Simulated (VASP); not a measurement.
Set up this calculation in VASP 6.6.1, as the native input.

| Item | Value |
| --- | --- |
| Task | single point |
| Functional | LDA |
| Potentials or basis | VASP PAW LDA potentials, release 64 (Mn_pv, O) |
| Cutoff | 520 eV |
| k mesh | 11 × 11 × 6 |
| Occupations | fermi-dirac, width 0.05 eV |
| Spin | collinear spin, ferromagnetic start |
| Starting moments | [4.0, 0.0, 0.0] μB |
| Dipole correction | no |
| Further INCAR settings | ALGO = Normal; EDIFF = 1e-07; NBANDS = 24 |

The structure of MnO2 lies in POSCAR:

```
MnO2
1.0
    2.9126037410      0.0000000000      0.0000000000
   -1.4563018705      2.5223888309      0.0000000000
    0.0000000000      0.0000000000      4.6916199912
Mn O
1 2
Direct
    0.0000000000      0.0000000000      0.5000000000
    0.3333333333      0.6666666667      0.7062925700
    0.6666666667      0.3333333333      0.2937074300
```

The input as run:

INCAR

```
PREC = Accurate ; ENCUT = 520
EDIFF = 1E-7 ; ISMEAR = -1
SIGMA = 0.05 ; LREAL = False
LASPH = True ; NELM = 150
ALGO = Normal ; ISIF = 2
LWAVE = False ; LCHARG = True
ISPIN = 2 ; MAGMOM = 4 0 0
LORBIT = 11 ; LMAXMIX = 4
LELF = True ; LVHAR = True
NBANDS = 24
```

KPOINTS

```
regular mesh
0
Gamma
  11 11 6
```

Potentials or basis: VASP PAW LDA potentials, release 64 (Mn_pv, O).

The run is started by

```bash
$ cat potpaw_LDA.64/Mn_pv/POTCAR potpaw_LDA.64/O/POTCAR > POTCAR
$ mpirun -np 1 vasp_std > vasp.out
```

It gave:

| Property | Result |
| --- | --- |
| Pressure | -17.4 GPa |
| Largest force | 1.207 eV/Å |
| Band gap on the k mesh | 0.52 eV (least direct gap 0.57 eV) |
| Net moment | 3.00 μB per cell |
| Site moments | Mn +2.84; O +0.04 μB |
| Valence electrons inside the program's atomic spheres | Mn 11.65; O 4.93 |

Caveat: the stress differs along the axes, from -20 to -12 GPa; a cell with one magnetic atom can't hold antiferromagnetic order, which such compounds often take; forces of over 1 eV/Å act on the atoms, so gaps and moduli don't describe the material at rest.

It took 2.2 min on 1 thread of Oxide Virtual Turin-like Processor, with other jobs on the host, peak memory 0.18 GiB.
